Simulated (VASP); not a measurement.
Crystal: Ni.

```
Ni
1.0
     0.00000    1.76037    1.76037
     1.76037    0.00000    1.76037
     1.76037    1.76037    0.00000
Ni
1
Direct
  0.00000 0.00000 0.00000
```

Base run:

```yaml
Program: VASP 6.6.1
Functional: r2SCAN
Potentials_or_basis: VASP PAW PBE potentials, release 64 (Ni)
Cutoff: 520 eV
k_mesh: 14 × 14 × 14
Occupations: fermi-dirac, width 0.1 eV
Spin: collinear spin, ferromagnetic start
Starting_moments: "[0.2] μB"
```

Its results: pressure -6.2 GPa; site moments Ni +0.76 μB.

Question: After a change of settings the same cell gave: pressure 24.4 GPa; site moments Ni +2.00 μB. Which change was it?
A. moments at the start from [0.2] to [1.85]; fixed moment from none to 1.85 μB
B. moments at the start from [0.2] to [2.11]; fixed moment from none to 2.11 μB
C. moments at the start from [0.2] to [1.06]; fixed moment from none to 1.06 μB
D. moments at the start from [0.2] to [0.26]; fixed moment from none to 0.26 μB

Answer: B.

Caveats: the PAW data sets were made with another functional, which shifts forces and pressure a little; the cell stands under tension (at least some runs); the cell stands under pressure (at least some runs); the total moment is fixed, so each spin has its own Fermi level and the state may be an excited one (at least some runs).
